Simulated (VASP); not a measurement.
# BaZrO3 (Pm-3m) in VASP: single point with PBE+D3(BJ)

Aim: the single point of BaZrO3 with PBE+D3(BJ).

Everything below comes from runs of VASP 6.6.1. Logs are shortened: lines on timing, memory, paths and dates and some standing lists are left out, and cuts for length are marked.

**1. The cell of the first run**

It takes space group Pm-3m (No. 221, cubic). Conventional cell: a = 4.191 Å, b = 4.191 Å, c = 4.191 Å, α = 90.00°, β = 90.00°, γ = 90.00°. Within 3.9 Å of Ba (site symmetry m-3m) lie 12 O at 2.96 Å and 8 Zr at 3.63 Å. Within 2.8 Å of Zr (site symmetry m-3m) lie 6 O at 2.10 Å. Within 2.8 Å of O (site symmetry 4/mmm) lie 2 Zr at 2.10 Å.

**2. Single point, PBE+D3(BJ)**

The input, INCAR:

```
SYSTEM = BaZrO3
  ALGO = Normal
  EDIFF = 1E-6
  ENCUT = 520
  GGA = PE
  ISIF = 2
  ISMEAR = 0
  IVDW = 12
  LASPH = .TRUE.
  LCHARG = .TRUE.
  LELF = .TRUE.
  LREAL = .FALSE.
  LVHAR = .TRUE.
  LWAVE = .FALSE.
  NBANDS = 28
  NELM = 60
  PREC = Accurate
  SIGMA = 0.01
```

The input, KPOINTS:

```
k-points
0
G
  4 4 4
  0 0 0
```

The input, POSCAR:

```
BaZrO3
1.0
    4.1913400000      0.0000000000      0.0000000000
    0.0000000000      4.1913400000      0.0000000000
    0.0000000000      0.0000000000      4.1913400000
Ba Zr O
1 1 3
Direct
    0.0000000000      0.0000000000      0.0000000000
    0.5000000000      0.5000000000      0.5000000000
    0.0000000000      0.5000000000      0.5000000000
    0.5000000000      0.0000000000      0.5000000000
    0.5000000000      0.5000000000      0.0000000000
```

Potentials or basis: VASP PAW PBE potentials, release 64 (Ba_sv, Zr_sv, O).

The run is started by

```bash
cat potpaw_PBE.64/Ba_sv/POTCAR potpaw_PBE.64/Zr_sv/POTCAR potpaw_PBE.64/O/POTCAR > POTCAR
mpirun -np 1 vasp_std > vasp.out
```

OUTCAR:

```text
SYSTEM = BaZrO3
   EDIFF = 1E-6
   ENCUT = 520
   GGA = PE
   ISIF = 2
   ISMEAR = 0
   IVDW = 12
   LASPH = .TRUE.
   LREAL = .FALSE.
   NELM = 60
   PREC = Accurate
 IVDW          = 12

 ion  position               nearest neighbor table
   1  0.000  0.000  0.000-   3 2.96   4 2.96   5 2.96   3 2.96   4 2.96   3 2.96   5 2.96   3 2.96
                             4 2.96   5 2.96   4 2.96   5 2.96   2 3.63   2 3.63   2 3.63   2 3.63
   2  0.500  0.500  0.500-   3 2.10   4 2.10   5 2.10   5 2.10   4 2.10   3 2.10   1 3.63   1 3.63
                             1 3.63   1 3.63   1 3.63   1 3.63   1 3.63   1 3.63
   3  0.000  0.500  0.500-   2 2.10   2 2.10   1 2.96   1 2.96   1 2.96   1 2.96
   4  0.500  0.000  0.500-   2 2.10   2 2.10   1 2.96   1 2.96   1 2.96   1 2.96
   5  0.500  0.500  0.000-   2 2.10   2 2.10   1 2.96   1 2.96   1 2.96   1 2.96

  LATTYP: Found a simple cubic cell.
 ALAT       =     4.1913400000

  Lattice vectors:

 A1 = (   4.1913400000,   0.0000000000,   0.0000000000)
 A2 = (   0.0000000000,   4.1913400000,   0.0000000000)
 A3 = (   0.0000000000,   0.0000000000,   4.1913400000)

Analysis of symmetry for initial positions (statically):
=====================================================================
 Subroutine PRICEL returns:
 Original cell was already a primitive cell.

 Routine SETGRP: Setting up the symmetry group for a
 simple cubic supercell.

 Subroutine GETGRP returns: Found 48 space group operations
 (whereof 48 operations were pure point group operations)
 out of a pool of 48 trial point group operations.

The static configuration has the point symmetry O_h .

Analysis of symmetry for dynamics (positions and initial velocities):
=====================================================================
 Subroutine PRICEL returns:
 Original cell was already a primitive cell.

 Routine SETGRP: Setting up the symmetry group for a
 simple cubic supercell.

 Subroutine GETGRP returns: Found 48 space group operations
 (whereof 48 operations were pure point group operations)
 out of a pool of 48 trial point group operations.

The dynamic configuration has the point symmetry O_h .

 Subroutine INISYM returns: Found 48 space group operations
 (whereof 48 operations are pure point group operations),
 and found     1 'primitive' translations

----------------------------------------------------------------------------------------

                                     Primitive cell

  volume of cell :      73.6307

  direct lattice vectors                    reciprocal lattice vectors
     4.191340000  0.000000000  0.000000000     0.238587182  0.000000000  0.000000000
     0.000000000  4.191340000  0.000000000     0.000000000  0.238587182  0.000000000
     0.000000000  0.000000000  4.191340000     0.000000000  0.000000000  0.238587182

  length of vectors
     4.191340000  4.191340000  4.191340000     0.238587182  0.238587182  0.238587182

  position of ions in fractional coordinates (direct lattice)
     0.000000000  0.000000000  0.000000000
     0.500000000  0.500000000  0.500000000
     0.000000000  0.500000000  0.500000000
     0.500000000  0.000000000  0.500000000
     0.500000000  0.500000000  0.000000000

  ion indices of the primitive-cell ions
   primitive index   ion index
                 1           1
                 2           2
                 3           3
                 4           4
                 5           5

----------------------------------------------------------------------------------------

 KPOINTS: k-points

Automatic generation of k-mesh.
 Grid dimensions read from file:
 generate k-points for:    4    4    4

 Generating k-lattice:

  Cartesian coordinates                     Fractional coordinates (reciprocal lattice)
     0.059646796  0.000000000  0.000000000     0.250000000  0.000000000  0.000000000
     0.000000000  0.059646796  0.000000000     0.000000000  0.250000000  0.000000000
     0.000000000  0.000000000  0.059646796     0.000000000  0.000000000  0.250000000

  Length of vectors
     0.059646796  0.059646796  0.059646796

  Shift w.r.t. Gamma in fractional coordinates (k-lattice)
     0.000000000  0.000000000  0.000000000

 Subroutine IBZKPT returns following result:
 ===========================================

 Found     10 irreducible k-points:

 Following reciprocal coordinates:
            Coordinates               Weight
  0.000000  0.000000  0.000000      1.000000
  0.250000  0.000000  0.000000      6.000000
  0.500000  0.000000  0.000000      3.000000
  0.250000  0.250000  0.000000     12.000000
  0.500000  0.250000  0.000000     12.000000
  0.500000  0.500000  0.000000      3.000000
  0.250000  0.250000  0.250000      8.000000
  0.500000  0.250000  0.250000     12.000000
  0.500000  0.500000  0.250000      6.000000
  0.500000  0.500000  0.500000      1.000000
   k-points           NKPTS =     10   k-points in BZ     NKDIM =     10   number of bands    NBANDS=     28
   number of dos      NEDOS =    301   number of ions     NIONS =      5
   total plane-waves  NPLWV =  32768
   dimension x,y,z NGX =    32 NGY =   32 NGZ =   32
   dimension x,y,z NGXF=    64 NGYF=   64 NGZF=   64
   ions per type =               1   1   3
   NGX,Y,Z   is equivalent  to a cutoff of  12.69, 12.69, 12.69 a.u.
   NGXF,Y,Z  is equivalent  to a cutoff of  25.39, 25.39, 25.39 a.u.
 SYSTEM =  BaZrO3
   PREC   = accura    normal or accurate (medium, high low for compatibility)
   ISTART =      0    job   : 0-new  1-cont  2-samecut
   ICHARG =      2    charge: 1-file 2-atom 10-const
   ISPIN  =      1    spin polarized calculation?
   LNONCOLLINEAR =      F non collinear calculations
   LSORBIT =      F    spin-orbit coupling
   LASPH  =      T    aspherical Exc in radial PAW
   ENCUT  =  520.0 eV  38.22 Ry    6.18 a.u.   7.79  7.79  7.79*2*pi/ulx,y,z
   NELM   =     60;   NELMIN=  2; NELMDL= -5     # of ELM steps
   EDIFF  = 0.1E-05   stopping-criterion for ELM
   LREAL  =      F    real-space projection
   EDIFFG = 0.1E-04   stopping-criterion for IOM
   NSW    =      0    number of steps for IOM
   IBRION =     -1    ionic relax: 0-MD 1-quasi-New 2-CG
   NFREE  =      0    steps in history (QN), initial steepest desc. (CG)
   ISIF   =      2    stress and relaxation
   ISYM   =      2    0-nonsym 1-usesym 2-fastsym
   POTIM  = 0.5000    time-step for ionic-motion
   TEBEG  =    0.0;   TEEND  =   0.0 temperature during run
   PSTRESS=    0.0 pullay stress
   NELECT =      40.0000    total number of electrons
   NUPDOWN=      -1.0000    fix difference up-down
   EMIN   =  10.00;   EMAX   =-10.00  energy-range for DOS
   EFERMI =   0.00;   METHOD = LEGACY
   ISMEAR =     0;   SIGMA  =   0.01  broadening in eV -4-tet -1-fermi 0-gaus
   EFERMI_NEDOS =   21; number of points for ismear=-14 and -15
   IALGO  =     38    algorithm
   IMIX   =      4    mixing-type and parameters
     AMIX     =   0.40;   BMIX     =  1.00
     AMIX_MAG =   1.60;   BMIX_MAG =  1.00
  volume/ion in A,a.u.               =      14.73        99.38
  Fermi-wavevector in a.u.,A,eV,Ry     =   1.335802  2.524299 24.277770  1.784366
  Thomas-Fermi vector in A             =   2.464478
   LORBIT       =      0    0 simple, 1 ext, 2 COOP (PROOUT), +10 PAW based schemes
   GGA     = PE    functional components
   LHFCALC =     F    Hartree Fock is set to
   AEXX    =    0.0000 exact exchange contribution
   IVDW    =    12    specifies the selected vdW correction
   LEPSILON=     F    determine dielectric tensor
   LRPA    =     F    only Hartree local field effects (RPA)
 non-spin polarized calculation
 Gauss-broadening in eV      SIGMA  =   0.01
  energy-cutoff  :      520.00
  volume of cell :       73.63
 maximum number of plane-waves:      2000
 NGX is ok and might be reduce to    32
   NGX = 15   NGY = 15   NGZ = 15

 number of electron      40.0000000 magnetization

 Free energy of the ion-electron system (eV)
  ---------------------------------------------------
  ext. energy  EPLUGINS =         0.00000000
  ---------------------------------------------------
  free energy    TOTEN  =       -41.67606150 eV

  energy without entropy =      -41.67606150  energy(sigma->0) =      -41.67606150

 E-fermi :   3.9007     XC(G=0): -10.7713

 val. band max:        3.7922456424   @ k =   0.5000   0.5000   0.5000
 cond. band min:       6.9751671610   @ k =   0.0000   0.0000   0.0000
 fundamental gap:      3.1829215186
 Fermi energy:         3.9006930550

 k-point     1 :       0.0000    0.0000    0.0000
  band No.  band energies     occupation
      1     -43.2375      2.00000
      2     -21.5258      2.00000
      3     -21.3978      2.00000
      4     -21.3978      2.00000
      5     -21.3978      2.00000
      6     -12.5800      2.00000
[... 20 lines left out ...]
     27      11.2319      0.00000
     28      11.2319      0.00000

 k-point     2 :       0.2500    0.0000    0.0000
  band No.  band energies     occupation
      1     -43.2358      2.00000
      2     -21.6752      2.00000
      3     -21.3944      2.00000
      4     -21.3944      2.00000
      5     -21.3439      2.00000
      6     -12.6346      2.00000
[... 20 lines left out ...]
     27      11.2322      0.00000
     28      11.6826      0.00000

 k-point     3 :       0.5000    0.0000    0.0000
  band No.  band energies     occupation
      1     -43.2341      2.00000
      2     -21.7992      2.00000
      3     -21.3910      2.00000
      4     -21.3910      2.00000
      5     -21.3087      2.00000
      6     -12.7512      2.00000
[... 20 lines left out ...]
     27      11.2141      0.00000
     28      12.3079      0.00000

 k-point     4 :       0.2500    0.2500    0.0000
  band No.  band energies     occupation
      1     -43.2341      2.00000
      2     -21.6640      2.00000
      3     -21.5224      2.00000
      4     -21.3911      2.00000
      5     -21.3289      2.00000
      6     -12.5211      2.00000
[... 20 lines left out ...]
     27      11.8121      0.00000
     28      12.1176      0.00000

 k-point     5 :       0.5000    0.2500    0.0000
  band No.  band energies     occupation
      1     -43.2325      2.00000
      2     -21.7341      2.00000
      3     -21.5195      2.00000
      4     -21.3878      2.00000
      5     -21.3566      2.00000
      6     -12.5288      2.00000
[... 20 lines left out ...]
     27      11.9910      0.00000
     28      12.2825      0.00000

 k-point     6 :       0.5000    0.5000    0.0000
  band No.  band energies     occupation
      1     -43.2308      2.00000
      2     -21.6410      2.00000
      3     -21.6410      2.00000
      4     -21.4323      2.00000
      5     -21.3846      2.00000
      6     -12.4240      2.00000
[... 20 lines left out ...]
     27      12.9840      0.00000
     28      12.9843      0.00000

 k-point     7 :       0.2500    0.2500    0.2500
  band No.  band energies     occupation
      1     -43.2325      2.00000
      2     -21.6335      2.00000
      3     -21.5183      2.00000
      4     -21.5183      2.00000
      5     -21.3375      2.00000
      6     -12.1428      2.00000
[... 20 lines left out ...]
     27      12.1593      0.00000
     28      12.1593      0.00000

 k-point     8 :       0.5000    0.2500    0.2500
  band No.  band energies     occupation
      1     -43.2308      2.00000
      2     -21.6902      2.00000
      3     -21.5168      2.00000
      4     -21.5141      2.00000
      5     -21.3804      2.00000
      6     -12.0967      2.00000
[... 20 lines left out ...]
     27      11.4182      0.00000
     28      12.5635      0.00000

 k-point     9 :       0.5000    0.5000    0.2500
  band No.  band energies     occupation
      1     -43.2291      2.00000
      2     -21.6362      2.00000
      3     -21.6362      2.00000
      4     -21.5114      2.00000
      5     -21.4144      2.00000
      6     -11.9169      2.00000
[... 20 lines left out ...]
     27      11.9097      0.00000
     28      13.1816      0.00000

 k-point    10 :       0.5000    0.5000    0.5000
  band No.  band energies     occupation
      1     -43.2275      2.00000
      2     -21.6313      2.00000
      3     -21.6313      2.00000
      4     -21.6313      2.00000
      5     -21.3962      2.00000
      6     -11.3635      2.00000
[... 20 lines left out ...]
     27      12.9342      0.00000
     28      12.9342      0.00000

------------------------ aborting loop because EDIFF is reached ----------------------------------------

 Edisp (eV)   -1.22916

 E8    (eV) :    -0.5757

  FORCE on cell =-STRESS in cart. coord.  units (eV):
  Direction    XX          YY          ZZ          XY          YZ          ZX
  --------------------------------------------------------------------------------------
  -------------------------------------------------------------------------------------
  Total       1.09694     1.09694     1.09694    -0.00000    -0.00000     0.00000
  in kB      23.86911    23.86911    23.86911    -0.00000    -0.00000     0.00000
  external pressure =       23.87 kB  Pullay stress =        0.00 kB

 VOLUME and BASIS-vectors are now :
 -----------------------------------------------------------------------------
  energy-cutoff  :      520.00
  volume of cell :       73.63
      direct lattice vectors                 reciprocal lattice vectors
     4.191340000  0.000000000  0.000000000     0.238587182  0.000000000  0.000000000
     0.000000000  4.191340000  0.000000000     0.000000000  0.238587182  0.000000000
     0.000000000  0.000000000  4.191340000     0.000000000  0.000000000  0.238587182

 POSITION                                       TOTAL-FORCE (eV/Angst)
 -----------------------------------------------------------------------------------
      0.00000      0.00000      0.00000         0.000000      0.000000      0.000000
      2.09567      2.09567      2.09567         0.000000      0.000000      0.000000
      0.00000      2.09567      2.09567         0.000000      0.000000      0.000000
      2.09567      0.00000      2.09567         0.000000      0.000000      0.000000
      2.09567      2.09567      0.00000         0.000000      0.000000      0.000000
 -----------------------------------------------------------------------------------
    total drift:                                0.000000     -0.000000     -0.000000

  FREE ENERGIE OF THE ION-ELECTRON SYSTEM (eV)
  ---------------------------------------------------
  free  energy   TOTEN  =       -42.9052199874 eV

  energy  without entropy=      -42.9052199874  energy(sigma->0) =      -42.90521999
```

Run time: 28 s. Hardware: 1 thread of AMD EPYC 7R13, shared host; peak memory 0.16 GiB.

Results:

```
Free energy                : -42.9052 eV
Pressure                   : 2.4 GPa
Band gap on the k mesh     : 3.18 eV, indirect (least direct gap 3.41 eV)
Dispersion energy per atom : -0.246 eV
```

Levels at points of the mesh, in eV from the valence-band top:
| k point | band 17 | band 18 | band 19 | band 20 | band 21 | band 22 | band 23 | band 24 |
| --- | --- | --- | --- | --- | --- | --- | --- | --- |
| (0.00, 0.00, 0.00) | -0.98 | -0.22 | -0.22 | -0.22 | 3.18 | 3.18 | 3.18 | 4.65 |
| (0.50, 0.00, 0.00) | -1.73 | -1.68 | -0.45 | -0.45 | 3.63 | 5.70 | 5.70 | 6.43 |
| (0.50, 0.50, 0.00) | -0.93 | -0.93 | -0.79 | -0.08 | 5.67 | 5.67 | 6.45 | 6.50 |
| (0.50, 0.50, 0.50) | -2.54 | 0.00 | 0.00 | 0.00 | 5.98 | 5.98 | 5.98 | 6.99 |

Caveat: three body term missing; spin-orbit coupling is left out, which moves the levels of the heavy elements.
